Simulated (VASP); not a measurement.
## PtSe2: phonons with PBE+D3(BJ)

The system is PtSe2.

```xyz
3
Lattice="3.6460 0.0000 0.0000 -1.8230 3.1575 0.0000 0.0000 0.0000 4.2402" Properties=species:S:1:pos:R:3 pbc="T T T"
Pt    0.0000    0.0000    0.0000
Se    0.0000    2.1050    1.2403
Se    1.8230    1.0525    2.9999
```

```yaml
Program: VASP 6.6.1
Task: phonons
Functional: PBE
Dispersion: D3(BJ)
Potentials_or_basis: VASP PAW PBE potentials, release 64 (Pt, Se)
Cutoff: 520 eV
k_mesh: 12 × 12 × 10
Occupations: fermi-dirac, width 0.15 eV
Spin: no spin polarisation
Dipole_correction: no
Further_INCAR_settings: ALGO = Normal; EDIFF = 1e-08; IBRION = 6; POTIM = 0.015; NSW = 1
```

- Highest phonon frequency at Γ, LO-TO splitting left out: 267 cm⁻¹
- Dispersion energy per atom: -0.599 eV

Phonon frequencies in cm⁻¹ (negative: imaginary):
```
              q point                    frequencies
(0.000, 0.000, 0.000)  0 0 0 189 189 245 259 259 267
```

Wall time 32 min on 1 thread of Intel Xeon 8259CL, on a shared host, peak memory 0.92 GiB.

Caveat: the cell stands under pressure or tension, which shifts response properties.
